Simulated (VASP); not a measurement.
# GaAs (I-4m2) in VASP: notebook

The runs below take GaAs through single point, relaxation of the atoms, with PBEsol.

All numbers are computed with VASP 6.6.1; they aren't measurements. Logs are shortened: lines on timing, memory, paths and dates and some standing lists are left out, and cuts for length are marked.

## 1. The cell of the first run

It takes space group I-4m2 (No. 119, tetragonal). The conventional cell has a = 3.845 Å, b = 3.845 Å, c = 5.791 Å, α = 90.00°, β = 90.00°, γ = 90.00°. Within 3.2 Å of Ga (site symmetry -4m2) lie 4 As at 2.41 Å. As (site symmetry -4m2) has 4 Ga at 2.41 Å within 3.2 Å.

## 2. Single point, PBEsol (strained cell)

INCAR reads:

```
ALGO = Normal
EDIFF = 1E-6
ENCUT = 500
GGA = PS
GGA_COMPAT = False
ISIF = 2
ISMEAR = 0
LASPH = True
LCHARG = False
LREAL = False
LWAVE = False
NBANDS = 16
NELM = 120
PREC = Accurate
SIGMA = 0.02
```

KPOINTS reads:

```
k-points
0
Gamma
  10 10 10
```

POSCAR reads:

```
GaAs
1.0
    0.0000000000      2.7191670983      2.8957290410
    2.7191670983      0.0000000000      2.8957290410
    2.7191670983      2.7191670983      0.0000000000
Ga As
1 1
Direct
    0.0000000000      0.0000000000      0.0000000000
    0.2500000000      0.2500000000      0.2500000000
```

Potentials or basis: VASP PAW PBE potentials, release 64 (Ga_d, As).

Run with:

```
$ cat potpaw_PBE.64/Ga_d/POTCAR potpaw_PBE.64/As/POTCAR > POTCAR
$ mpirun -np 1 vasp_std > vasp.out
```

OUTCAR:

```text
EDIFF = 1E-6
   ENCUT = 500
   GGA = PS
   ISIF = 2
   ISMEAR = 0
   LASPH = True
   LREAL = False
   NELM = 120
   PREC = Accurate

 ion  position               nearest neighbor table
   1  0.000  0.000  0.000-   2 2.41   2 2.41   2 2.41   2 2.41
   2  0.250  0.250  0.250-   1 2.41   1 2.41   1 2.41   1 2.41

  LATTYP: Found a body centered tetragonal cell.
 ALAT       =     3.8454829888
 C/A-ratio  =     1.5060417895

  Lattice vectors:

 A1 = (  -2.7191670983,   0.0000000000,   2.8957290410)
 A2 = (   2.7191670983,   0.0000000000,   2.8957290410)
 A3 = (   0.0000000000,   2.7191670983,  -2.8957290410)

Analysis of symmetry for initial positions (statically):
=====================================================================
 Subroutine PRICEL returns:
 Original cell was already a primitive cell.

 Routine SETGRP: Setting up the symmetry group for a
 body centered tetragonal supercell.

 Subroutine GETGRP returns: Found  8 space group operations
 (whereof  8 operations were pure point group operations)
 out of a pool of 16 trial point group operations.

The static configuration has the point symmetry D_2d.

Analysis of symmetry for dynamics (positions and initial velocities):
=====================================================================
 Subroutine PRICEL returns:
 Original cell was already a primitive cell.

 Routine SETGRP: Setting up the symmetry group for a
 body centered tetragonal supercell.

 Subroutine GETGRP returns: Found  8 space group operations
 (whereof  8 operations were pure point group operations)
 out of a pool of 16 trial point group operations.

The dynamic configuration has the point symmetry D_2d.

 Subroutine INISYM returns: Found  8 space group operations
 (whereof  8 operations are pure point group operations),
 and found     1 'primitive' translations

----------------------------------------------------------------------------------------

                                     Primitive cell

  volume of cell :      42.8213

  direct lattice vectors                    reciprocal lattice vectors
     0.000000000  2.719167098  2.895729041    -0.183879836  0.183879836  0.172668089
     2.719167098  0.000000000  2.895729041     0.183879836 -0.183879836  0.172668089
     2.719167098  2.719167098  0.000000000     0.183879836  0.183879836 -0.172668089

  length of vectors
     3.972293593  3.972293593  3.845482989     0.312150376  0.312150376  0.312150376

  position of ions in fractional coordinates (direct lattice)
     0.000000000  0.000000000  0.000000000
[... 80 lines left out ...]
   EDIFFG = 0.1E-04   stopping-criterion for IOM
   NSW    =      0    number of steps for IOM
   IBRION =     -1    ionic relax: 0-MD 1-quasi-New 2-CG
   NFREE  =      0    steps in history (QN), initial steepest desc. (CG)
   ISIF   =      2    stress and relaxation
   ISYM   =      2    0-nonsym 1-usesym 2-fastsym
   POTIM  = 0.5000    time-step for ionic-motion
   TEBEG  =    0.0;   TEEND  =   0.0 temperature during run
   PSTRESS=    0.0 pullay stress
   NELECT =      18.0000    total number of electrons
   NUPDOWN=      -1.0000    fix difference up-down
   EMIN   =  10.00;   EMAX   =-10.00  energy-range for DOS
   EFERMI =   0.00;   METHOD = LEGACY
   ISMEAR =     0;   SIGMA  =   0.02  broadening in eV -4-tet -1-fermi 0-gaus
   EFERMI_NEDOS =   21; number of points for ismear=-14 and -15
   IALGO  =     38    algorithm
   IMIX   =      4    mixing-type and parameters
     AMIX     =   0.40;   BMIX     =  1.00
     AMIX_MAG =   1.60;   BMIX_MAG =  1.00
  volume/ion in A,a.u.               =      21.41       144.49
  Fermi-wavevector in a.u.,A,eV,Ry     =   1.226344  2.317455 20.462080  1.503920
  Thomas-Fermi vector in A             =   2.361349
   LORBIT       =      0    0 simple, 1 ext, 2 COOP (PROOUT), +10 PAW based schemes
   GGA     = PS    functional components
   LHFCALC =     F    Hartree Fock is set to
   AEXX    =    0.0000 exact exchange contribution
   IVDW    =     0    specifies the selected vdW correction
   LEPSILON=     F    determine dielectric tensor
   LRPA    =     F    only Hartree local field effects (RPA)
 non-spin polarized calculation
 Gauss-broadening in eV      SIGMA  =   0.02
  energy-cutoff  :      500.00
  volume of cell :       42.82
 maximum number of plane-waves:      1102
 NGX is ok and might be reduce to    30
   NGX = 15   NGY = 15   NGZ = 13

 number of electron      18.0000006 magnetization

 Free energy of the ion-electron system (eV)
  ---------------------------------------------------
  ext. energy  EPLUGINS =         0.00000000
  ---------------------------------------------------
  free energy    TOTEN  =        -9.03243647 eV

  energy without entropy =       -9.03243647  energy(sigma->0) =       -9.03243647

 E-fermi :   4.5850     XC(G=0): -10.0190

 val. band max:        4.4601956920   @ k =   0.0000   0.0000   0.0000
 cond. band min:       5.1534763417   @ k =   0.0000   0.0000   0.0000
 fundamental gap:      0.6932806497
 Fermi energy:         4.5850321422

 k-point     1 :       0.0000    0.0000    0.0000
  band No.  band energies     occupation
      1     -10.5722      2.00000
      2     -10.5559      2.00000
      3     -10.5559      2.00000
      4     -10.4716      2.00000
      5     -10.4666      2.00000
      6      -8.8217      2.00000
[... 433 lines left out ...]
      3     -10.5131      2.00000
      4     -10.4819      2.00000
      5     -10.4633      2.00000
      6      -7.0451      2.00000
[... 8 lines left out ...]
     15      17.0191      0.00000
     16      17.1338      0.00000

 [... further k-points ...]

------------------------ aborting loop because EDIFF is reached ----------------------------------------

  FORCE on cell =-STRESS in cart. coord.  units (eV):
  Direction    XX          YY          ZZ          XY          YZ          ZX
  --------------------------------------------------------------------------------------
  -------------------------------------------------------------------------------------
  Total        1.6111452      1.6111452      0.4513517      0.0000000      0.0000000      0.0000000
  in kB       60.2817098     60.2817098     16.8875235      0.0000000      0.0000000      0.0000000
  external PRESSURE =      45.8169811 kB  Pullay stress =       0.0000000 kB

 VOLUME and BASIS-vectors are now :
 -----------------------------------------------------------------------------
  energy-cutoff  :      500.00
  volume of cell :       42.82
      direct lattice vectors                 reciprocal lattice vectors
     0.000000000  2.719167098  2.895729041    -0.183879836  0.183879836  0.172668089
     2.719167098  0.000000000  2.895729041     0.183879836 -0.183879836  0.172668089
     2.719167098  2.719167098  0.000000000     0.183879836  0.183879836 -0.172668089

 POSITION                                       TOTAL-FORCE (eV/Angst)
 -----------------------------------------------------------------------------------
      0.00000      0.00000      0.00000        -0.000000     -0.000000      0.000000
      1.35958      1.35958      1.44786         0.000000      0.000000     -0.000000
 -----------------------------------------------------------------------------------
    total drift:                                0.000003      0.000003      0.000007

  FREE ENERGIE OF THE ION-ELECTRON SYSTEM (eV)
  ---------------------------------------------------
  free  energy   TOTEN  =        -9.0324364663 eV

  energy  without entropy=       -9.0324364663  energy(sigma->0) =       -9.03243647
```

stdout:

```text
POSCAR found type information on POSCAR GaAs
 POSCAR found :  2 types and       2 ions
 scaLAPACK will be used
 -----------------------------------------------------------------------------
|                                                                             |
|                                                                             |
|     You enforced a specific xc type in the INCAR file but a different       |
|     I HOPE YOU KNOW WHAT YOU ARE DOING!                                     |
|                                                                             |
 -----------------------------------------------------------------------------

 LDA part: xc-table for (Slater+PW92), standard interpolation
 POSCAR, INCAR and KPOINTS ok, starting setup
 FFT: planning ... GRIDC
 FFT: planning ... GRID_SOFT
 FFT: planning ... GRID
 WAVECAR not read
 entering main loop
```

It took 2.3 min on 1 thread of Intel Xeon 8259CL, shared host; peak memory 0.18 GiB.

What came out:

```
Free energy            : -9.0324 eV
Pressure               : 4.6 GPa
Band gap on the k mesh : 0.69 eV
```

Caveat: the cell differs from its parent crystal (strained cell); the cell stands under pressure; semilocal functionals underestimate gaps, and a narrow one can read as zero; the PAW data sets were made with another functional, which shifts forces and pressure a little. A k mesh can miss the band edges.

## 3. Relaxation of the atoms, PBEsol (strained cell)

INCAR reads:

```
SYSTEM = GaAs
  PREC = Accurate
  ENCUT = 450
  EDIFF = 1E-7
  ISMEAR = 0
  SIGMA = 0.02
  LREAL = .False.
  LASPH = .True.
  NELM = 120
  ALGO = Normal
  ISIF = 2
  LWAVE = .False.
  LCHARG = .False.
  GGA = PS
  IBRION = 2
  NSW = 60
  EDIFFG = -0.002
  GGA_COMPAT = .False.
  NELMIN = 4
```

KPOINTS reads:

```
Automatic mesh
0
Gamma
  10 10 10
  0 0 0
```

POSCAR is that of step 2.

Potentials or basis: VASP PAW PBE potentials, release 64 (Ga_d, As).

Run with:

```
$ cat potpaw_PBE.64/Ga_d/POTCAR potpaw_PBE.64/As/POTCAR > POTCAR
$ mpirun -np 1 vasp_std > vasp.out
```

OUTCAR:

```text
SYSTEM = GaAs
   PREC = Accurate
   ENCUT = 450
   EDIFF = 1E-7
   ISMEAR = 0
   LREAL = .False.
   LASPH = .True.
   NELM = 120
   ISIF = 2
   GGA = PS
   IBRION = 2
   NSW = 60
   EDIFFG = -0.002
   NELMIN = 4

 ion  position               nearest neighbor table
   1  0.000  0.000  0.000-   2 2.41   2 2.41   2 2.41   2 2.41
   2  0.250  0.250  0.250-   1 2.41   1 2.41   1 2.41   1 2.41

  LATTYP: Found a body centered tetragonal cell.
 ALAT       =     3.8454829888
 C/A-ratio  =     1.5060417895

  Lattice vectors:

 A1 = (  -2.7191670983,   0.0000000000,   2.8957290410)
 A2 = (   2.7191670983,   0.0000000000,   2.8957290410)
 A3 = (   0.0000000000,   2.7191670983,  -2.8957290410)

Analysis of symmetry for initial positions (statically):
=====================================================================
 Subroutine PRICEL returns:
 Original cell was already a primitive cell.

 Routine SETGRP: Setting up the symmetry group for a
 body centered tetragonal supercell.

 Subroutine GETGRP returns: Found  8 space group operations
 (whereof  8 operations were pure point group operations)
 out of a pool of 16 trial point group operations.

The static configuration has the point symmetry D_2d.

Analysis of symmetry for dynamics (positions and initial velocities):
=====================================================================
 Subroutine PRICEL returns:
 Original cell was already a primitive cell.

 Routine SETGRP: Setting up the symmetry group for a
 body centered tetragonal supercell.

 Subroutine GETGRP returns: Found  8 space group operations
 (whereof  8 operations were pure point group operations)
 out of a pool of 16 trial point group operations.

The dynamic configuration has the point symmetry D_2d.

 Subroutine INISYM returns: Found  8 space group operations
 (whereof  8 operations are pure point group operations),
[... 123 lines left out ...]
   AEXX    =    0.0000 exact exchange contribution
   IVDW    =     0    specifies the selected vdW correction
   LEPSILON=     F    determine dielectric tensor
   LRPA    =     F    only Hartree local field effects (RPA)
 conjugate gradient relaxation of ions
 non-spin polarized calculation
 Gauss-broadening in eV      SIGMA  =   0.02
  energy-cutoff  :      450.00
  volume of cell :       42.82
 maximum number of plane-waves:       950
   NGX = 13   NGY = 13   NGZ = 13

 number of electron      18.0000008 magnetization

 Free energy of the ion-electron system (eV)
  ---------------------------------------------------
  ext. energy  EPLUGINS =         0.00000000
  ---------------------------------------------------
  free energy    TOTEN  =        -9.03193647 eV

  energy without entropy =       -9.03193647  energy(sigma->0) =       -9.03193647

 E-fermi :   4.6135     XC(G=0): -10.0190

 val. band max:        4.4600638975   @ k =   0.0000   0.0000   0.0000
 cond. band min:       5.1532405091   @ k =   0.0000   0.0000   0.0000
 fundamental gap:      0.6931766116
 Fermi energy:         4.6134552619

 k-point     1 :       0.0000    0.0000    0.0000
  band No.  band energies     occupation
      1     -10.5726      2.00000
      2     -10.5562      2.00000
      3     -10.5562      2.00000
      4     -10.4718      2.00000
      5     -10.4668      2.00000
      6      -8.8219      2.00000
      7       4.0427      2.00000
      8       4.4601      2.00000
      9       4.4601      2.00000
     10       5.1532      0.00000
     11       7.9939      0.00000
     12       7.9939      0.00000
     13       8.1582      0.00000
[... 354 lines left out ...]
  band No.  band energies     occupation
      1     -10.6742      2.00000
      2     -10.5163      2.00000
      3     -10.5134      2.00000
      4     -10.4822      2.00000
      5     -10.4636      2.00000
      6      -7.0453      2.00000
      7      -1.7472      2.00000
      8       1.6981      2.00000
      9       2.1751      2.00000
     10       6.3855      0.00000
     11       7.3935      0.00000
     12      11.6865      0.00000
     13      12.5388      0.00000

 [... further k-points ...]

------------------------ aborting loop because EDIFF is reached ----------------------------------------

  FORCE on cell =-STRESS in cart. coord.  units (eV):
  Direction    XX          YY          ZZ          XY          YZ          ZX
  --------------------------------------------------------------------------------------
  -------------------------------------------------------------------------------------
  Total        1.5839694      1.5839694      0.4238197      0.0000000      0.0000000     -0.0000000
  in kB       59.2649144     59.2649144     15.8574001      0.0000000      0.0000000     -0.0000000
  external PRESSURE =      44.7957430 kB  Pullay stress =       0.0000000 kB

 VOLUME and BASIS-vectors are now :
 -----------------------------------------------------------------------------
  energy-cutoff  :      450.00
  volume of cell :       42.82
      direct lattice vectors                 reciprocal lattice vectors
     0.000000000  2.719167098  2.895729041    -0.183879836  0.183879836  0.172668089
     2.719167098  0.000000000  2.895729041     0.183879836 -0.183879836  0.172668089
     2.719167098  2.719167098  0.000000000     0.183879836  0.183879836 -0.172668089

 POSITION                                       TOTAL-FORCE (eV/Angst)
 -----------------------------------------------------------------------------------
      0.00000      0.00000      0.00000        -0.000000     -0.000000      0.000000
      1.35958      1.35958      1.44786         0.000000      0.000000     -0.000000
 -----------------------------------------------------------------------------------
    total drift:                                0.000001      0.000001      0.000001

  FREE ENERGIE OF THE ION-ELECTRON SYSTEM (eV)
  ---------------------------------------------------
  free  energy   TOTEN  =        -9.0319364742 eV

  energy  without entropy=       -9.0319364742  energy(sigma->0) =       -9.03193647

 reached required accuracy - stopping structural energy minimisation
```

Wall time 92 s (1 thread of Intel Xeon 8259CL, shared host); peak memory 0.16 GiB.

Results:

```
Free energy             : -9.0319 eV
Pressure after relaxing : 4.5 GPa
Band gap on the k mesh  : 0.69 eV
```

Stress tensor (GPa, compression positive):
```
5.93 0.00 0.00
0.00 5.93 0.00
0.00 0.00 1.59
```

Final structure:
```
Ga As
1.0
     0.00000    2.71917    2.89573
     2.71917    0.00000    2.89573
     2.71917    2.71917    0.00000
Ga As
1 1
Direct
  0.00000 0.00000 0.00000
  0.25000 0.25000 0.25000
```

Caveat: the cell differs from its parent crystal (strained cell); semilocal functionals underestimate gaps, and a narrow one can read as zero; the PAW data sets were made with another functional, which shifts forces and pressure a little. A k mesh can miss the band edges.
